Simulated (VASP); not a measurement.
# BeTe4 (R3m) in VASP: single point with PBE

Aim: the single point of BeTe4 with PBE.

Program: VASP 6.6.1. These are calculated values, not measurements. Logs are shortened: lines on timing, memory, paths and dates and some standing lists are left out, and cuts for length are marked.

## (1) The cell of the first run

It takes space group R3m (No. 160, trigonal). Conventional cell: a = 4.149 Å, b = 4.149 Å, c = 30.784 Å, α = 90.00°, β = 90.00°, γ = 120.00°. Within 3.3 Å of Be (site symmetry 3m) lie 4 Te at 2.47 to 2.59 Å. Te (site symmetry 3m) has 1 Be at 2.59 Å and 3 Te at 3.05 Å within 3.4 Å. Within 3.3 Å of Te (site symmetry 3m) lie 3 Be at 2.47 Å. Te (site symmetry 3m) has 12 Te at 3.03 to 4.15 Å within 4.2 Å. Within 4.2 Å of Te (site symmetry 3m) lie 12 Te at 3.03 to 4.15 Å.

## (2) Single point, PBE

INCAR

```
SYSTEM = BeTe4
PREC     = Accurate       ! precision mode
ENCUT    = 520            ! plane-wave cutoff, eV
EDIFF    = 1E-6           ! SCF threshold, eV
ISMEAR   = 0              ! smearing method
SIGMA    = 0.01           ! smearing width, eV
LREAL    = .False.        ! projectors in reciprocal space
LASPH    = .True.         ! aspherical terms in the spheres
NELM     = 60             ! most SCF steps
ALGO     = Normal         ! electronic algorithm
ISIF     = 2              ! what is computed and relaxed
LWAVE    = .False.        ! write WAVECAR
LCHARG   = .False.        ! write CHGCAR
GGA      = PE             ! functional
NBANDS   = 21             ! bands
```

KPOINTS

```
Automatic mesh
0
Gamma
  12 12 12
  0 0 0
```

POSCAR

```
BeTe4
1.0
    2.0745209338      1.1977252195     10.2614287327
   -2.0745209338      1.1977252195     10.2614287327
    0.0000000000     -2.3954504391     10.2614287327
Be Te
1 4
Direct
    0.9204285571      0.9204285571      0.9204285571
    0.0046805736      0.0046805736      0.0046805736
    0.2335860182      0.2335860182      0.2335860182
    0.7328866426      0.7328866426      0.7328866426
    0.4596182083      0.4596182083      0.4596182083
```

Potentials or basis: VASP PAW PBE potentials, release 64 (Be, Te).

Launch:

```console
$ cat potpaw_PBE.64/Be/POTCAR potpaw_PBE.64/Te/POTCAR > POTCAR
$ mpirun -np 1 vasp_std > vasp.out
```

OUTCAR:

```text
SYSTEM = BeTe4
   PREC = Accurate
   ENCUT = 520
   EDIFF = 1E-6
   ISMEAR = 0
   LREAL = .False.
   LASPH = .True.
   NELM = 60
   ISIF = 2
   GGA = PE

 ion  position               nearest neighbor table
   1  0.920  0.920  0.920-   3 2.47   3 2.47   3 2.47   2 2.59
   2  0.005  0.005  0.005-   1 2.59   4 3.05   4 3.05   4 3.05
   3  0.234  0.234  0.234-   1 2.47   1 2.47   1 2.47
   4  0.733  0.733  0.733-   5 3.03   5 3.03   5 3.03   2 3.05   2 3.05   2 3.05
   5  0.460  0.460  0.460-   4 3.03   4 3.03   4 3.03

  LATTYP: Found a trigonal (rhomboedric) cell.
 ALAT       =    10.5373195094
 COS(alpha) =     0.9224815034

  Lattice vectors:

 A1 = (   2.0745209338,   1.1977252195,  10.2614287327)
 A2 = (  -2.0745209338,   1.1977252195,  10.2614287327)
 A3 = (   0.0000000000,  -2.3954504391,  10.2614287327)

Analysis of symmetry for initial positions (statically):
=====================================================================
 Subroutine PRICEL returns:
 Original cell was already a primitive cell.

 Routine SETGRP: Setting up the symmetry group for a
 trigonal (rhombohedral) supercell.

 Subroutine GETGRP returns: Found  6 space group operations
 (whereof  6 operations were pure point group operations)
 out of a pool of 12 trial point group operations.

The static configuration has the point symmetry C_3v.

Analysis of symmetry for dynamics (positions and initial velocities):
=====================================================================
 Subroutine PRICEL returns:
 Original cell was already a primitive cell.

 Routine SETGRP: Setting up the symmetry group for a
 trigonal (rhombohedral) supercell.

 Subroutine GETGRP returns: Found  6 space group operations
 (whereof  6 operations were pure point group operations)
 out of a pool of 12 trial point group operations.

The dynamic configuration has the point symmetry C_3v.

 Subroutine INISYM returns: Found  6 space group operations
 (whereof  6 operations are pure point group operations),
 and found     1 'primitive' translations

----------------------------------------------------------------------------------------

                                     Primitive cell

  volume of cell :     152.9798

  direct lattice vectors                    reciprocal lattice vectors
     2.074520934  1.197725220 10.261428733     0.241019501  0.139152674  0.032484105
    -2.074520934  1.197725220 10.261428733    -0.241019501  0.139152674  0.032484105
     0.000000000 -2.395450439 10.261428733     0.000000000 -0.278305347  0.032484105

  length of vectors
    10.537319509 10.537319509 10.537319509     0.280194724  0.280194724  0.280194724

  position of ions in fractional coordinates (direct lattice)
     0.920428557  0.920428557  0.920428557
     0.004680574  0.004680574  0.004680574
     0.233586018  0.233586018  0.233586018
     0.732886643  0.732886643  0.732886643
     0.459618208  0.459618208  0.459618208

  ion indices of the primitive-cell ions
   primitive index   ion index
                 1           1
                 2           2
                 3           3
                 4           4
                 5           5

----------------------------------------------------------------------------------------

 KPOINTS: Automatic mesh

Automatic generation of k-mesh.
 Grid dimensions read from file:
 generate k-points for:   12   12   12

 Generating k-lattice:

  Cartesian coordinates                     Fractional coordinates (reciprocal lattice)
     0.020084958  0.011596056  0.002707009     0.083333333  0.000000000  0.000000000
    -0.020084958  0.011596056  0.002707009     0.000000000  0.083333333  0.000000000
     0.000000000 -0.023192112  0.002707009    -0.000000000 -0.000000000  0.083333333

  Length of vectors
     0.023349560  0.023349560  0.023349560

  Shift w.r.t. Gamma in fractional coordinates (k-lattice)
     0.000000000  0.000000000  0.000000000

 Subroutine IBZKPT returns following result:
 ===========================================

 Found    189 irreducible k-points:

 Following reciprocal coordinates:
            Coordinates               Weight
  0.000000  0.000000  0.000000      1.000000
  0.083333 -0.000000  0.000000      6.000000
  0.166667 -0.000000  0.000000      6.000000
  0.250000  0.000000 -0.000000      6.000000
  0.333333  0.000000  0.000000      6.000000
  0.416667 -0.000000  0.000000      6.000000
[... 16 lines left out ...]
  0.500000  0.166667  0.000000     12.000000
 -0.416667  0.166667  0.000000     12.000000
 [... further k-points ...]
   k-points           NKPTS =    189   k-points in BZ     NKDIM =    189   number of bands    NBANDS=     21
   number of dos      NEDOS =    301   number of ions     NIONS =      5
   total plane-waves  NPLWV = 512000
   dimension x,y,z NGX =    80 NGY =   80 NGZ =   80
   dimension x,y,z NGXF=   160 NGYF=  160 NGZF=  160
   ions per type =               1   4
   NGX,Y,Z   is equivalent  to a cutoff of  12.62, 12.62, 12.62 a.u.
   NGXF,Y,Z  is equivalent  to a cutoff of  25.24, 25.24, 25.24 a.u.
 SYSTEM =  BeTe4
   PREC   = accura    normal or accurate (medium, high low for compatibility)
   ISTART =      0    job   : 0-new  1-cont  2-samecut
   ICHARG =      2    charge: 1-file 2-atom 10-const
   ISPIN  =      1    spin polarized calculation?
   LNONCOLLINEAR =      F non collinear calculations
   LSORBIT =      F    spin-orbit coupling
   LASPH  =      T    aspherical Exc in radial PAW
   ENCUT  =  520.0 eV  38.22 Ry    6.18 a.u.  19.59 19.59 19.59*2*pi/ulx,y,z
   NELM   =     60;   NELMIN=  2; NELMDL= -5     # of ELM steps
   EDIFF  = 0.1E-05   stopping-criterion for ELM
   LREAL  =      F    real-space projection
   EDIFFG = 0.1E-04   stopping-criterion for IOM
   NSW    =      0    number of steps for IOM
   IBRION =     -1    ionic relax: 0-MD 1-quasi-New 2-CG
   NFREE  =      0    steps in history (QN), initial steepest desc. (CG)
   ISIF   =      2    stress and relaxation
   ISYM   =      2    0-nonsym 1-usesym 2-fastsym
   POTIM  = 0.5000    time-step for ionic-motion
   TEBEG  =    0.0;   TEEND  =   0.0 temperature during run
   PSTRESS=    0.0 pullay stress
   NELECT =      26.0000    total number of electrons
   NUPDOWN=      -1.0000    fix difference up-down
   EMIN   =  10.00;   EMAX   =-10.00  energy-range for DOS
   EFERMI =   0.00;   METHOD = LEGACY
   ISMEAR =     0;   SIGMA  =   0.01  broadening in eV -4-tet -1-fermi 0-gaus
   EFERMI_NEDOS =   21; number of points for ismear=-14 and -15
   IALGO  =     38    algorithm
   IMIX   =      4    mixing-type and parameters
     AMIX     =   0.40;   BMIX     =  1.00
     AMIX_MAG =   1.60;   BMIX_MAG =  1.00
  volume/ion in A,a.u.               =      30.60       206.47
  Fermi-wavevector in a.u.,A,eV,Ry     =   0.906820  1.713642 11.188385  0.822323
  Thomas-Fermi vector in A             =   2.030554
   LORBIT       =      0    0 simple, 1 ext, 2 COOP (PROOUT), +10 PAW based schemes
   GGA     = PE    functional components
   LHFCALC =     F    Hartree Fock is set to
   AEXX    =    0.0000 exact exchange contribution
   IVDW    =     0    specifies the selected vdW correction
   LEPSILON=     F    determine dielectric tensor
   LRPA    =     F    only Hartree local field effects (RPA)
 non-spin polarized calculation
 Gauss-broadening in eV      SIGMA  =   0.01
  energy-cutoff  :      520.00
  volume of cell :      152.98
 maximum number of plane-waves:      4157
   NGX = 39   NGY = 39   NGZ = 39

 number of electron      26.0000000 magnetization

 Free energy of the ion-electron system (eV)
  ---------------------------------------------------
  ext. energy  EPLUGINS =         0.00000000
  ---------------------------------------------------
  free energy    TOTEN  =       -16.38397409 eV

  energy without entropy =      -16.38397409  energy(sigma->0) =      -16.38397409

 E-fermi :   5.3351     XC(G=0):  -8.8723

 val. band max:        5.2364052091   @ k =   0.5000   0.5000   0.5000
 cond. band min:       5.5948409269   @ k =   0.5000   0.5000   0.5000
 fundamental gap:      0.3584357178
 Fermi energy:         5.3351041039

 k-point     1 :       0.0000    0.0000    0.0000
  band No.  band energies     occupation
      1      -8.7654      2.00000
      2      -6.3790      2.00000
      3      -5.9495      2.00000
      4      -3.7727      2.00000
      5       1.0196      2.00000
      6       2.7247      2.00000
[... 13 lines left out ...]
     20       9.3890      0.00000
     21      11.0786      0.00000

 k-point     2 :       0.0833   -0.0000    0.0000
  band No.  band energies     occupation
      1      -8.7013      2.00000
      2      -6.3362      2.00000
      3      -5.9040      2.00000
      4      -3.8238      2.00000
      5       1.0517      2.00000
      6       2.1875      2.00000
[... 13 lines left out ...]
     20       9.4786      0.00000
     21      10.5208      0.00000

 k-point     3 :       0.1667   -0.0000    0.0000
  band No.  band energies     occupation
      1      -8.5116      2.00000
      2      -6.2136      2.00000
      3      -5.7767      2.00000
      4      -3.9886      2.00000
      5       1.0018      2.00000
      6       1.4870      2.00000
[... 13 lines left out ...]
     20      10.0361      0.00000
     21      10.2395      0.00000
[... 457 lines left out ...]
 k-point    23 :       0.5000    0.1667    0.0000
  band No.  band energies     occupation
      1      -7.2313      2.00000
      2      -5.7576      2.00000
      3      -5.3145      2.00000
      4      -5.0288      2.00000
      5      -0.2173      2.00000
      6       0.3549      2.00000
[... 13 lines left out ...]
     20      11.0132      0.00000
     21      11.5581      0.00000

 k-point    24 :      -0.4167    0.1667    0.0000
  band No.  band energies     occupation
      1      -7.0057      2.00000
      2      -5.8834      2.00000
      3      -5.2941      2.00000
      4      -5.0524      2.00000
      5      -0.3276      2.00000
      6       0.3094      2.00000
[... 13 lines left out ...]
     20      11.1316      0.00000
     21      12.0343      0.00000

 [... further k-points ...]

------------------------ aborting loop because EDIFF is reached ----------------------------------------

  FORCE on cell =-STRESS in cart. coord.  units (eV):
  Direction    XX          YY          ZZ          XY          YZ          ZX
  --------------------------------------------------------------------------------------
  -------------------------------------------------------------------------------------
  Total        0.0259211      0.0259211      0.0176802      0.0000000     -0.0000000      0.0000000
  in kB        0.2714747      0.2714747      0.1851667      0.0000000     -0.0000000      0.0000000
  external PRESSURE =       0.2427053 kB  Pullay stress =       0.0000000 kB

 VOLUME and BASIS-vectors are now :
 -----------------------------------------------------------------------------
  energy-cutoff  :      520.00
  volume of cell :      152.98
      direct lattice vectors                 reciprocal lattice vectors
     2.074520934  1.197725220 10.261428733     0.241019501  0.139152674  0.032484105
    -2.074520934  1.197725220 10.261428733    -0.241019501  0.139152674  0.032484105
     0.000000000 -2.395450439 10.261428733     0.000000000 -0.278305347  0.032484105

 POSITION                                       TOTAL-FORCE (eV/Angst)
 -----------------------------------------------------------------------------------
      0.00000     -0.00000     28.33474         0.000000     -0.000000      0.002029
      0.00000     -0.00000      0.14409         0.000000     -0.000000      0.003948
      0.00000     -0.00000      7.19078         0.000000      0.000000     -0.006036
      0.00000     -0.00000     22.56139         0.000000      0.000000     -0.006175
      0.00000     -0.00000     14.14902         0.000000     -0.000000      0.006234
 -----------------------------------------------------------------------------------
    total drift:                               -0.000000     -0.000000     -0.000041

  FREE ENERGIE OF THE ION-ELECTRON SYSTEM (eV)
  ---------------------------------------------------
  free  energy   TOTEN  =       -16.3839740928 eV

  energy  without entropy=      -16.3839740928  energy(sigma->0) =      -16.38397409
```

Run time: 56 min. Hardware: 1 thread of Intel Xeon Platinum 8259CL at 2.50GHz (Skylake/Cascade Lake), shared host; peak memory 1.2 GiB.

What came out:

* Free energy: -16.3840 eV
* Pressure: 0.0 GPa
* Largest force: 0.006 eV/Å
* Band gap on the k mesh: 0.36 eV

Forces in eV/Å, atoms in the order of the input:
```
Be   0.000  0.000  0.002
Te   0.000  0.000  0.004
Te   0.000  0.000 -0.006
Te   0.000  0.000 -0.006
Te   0.000  0.000  0.006
```

Levels at points of the mesh, in eV from the valence-band top:
```
           k point  band 11  band 12  band 13  band 14  band 15  band 16
(0.00, 0.00, 0.00)    -1.01    -0.66    -0.66     0.89     0.89     1.03
(0.50, 0.00, 0.00)    -1.91    -1.01    -0.45     0.70     0.86     1.47
(0.50, 0.50, 0.00)    -2.05    -1.40    -1.19     1.38     1.60     1.64
(0.50, 0.50, 0.50)    -0.55    -0.55     0.00     0.36     0.81     0.81
```

Caveat: spin-orbit coupling is left out, which moves the levels of the heavy elements. A k mesh can miss the band edges.
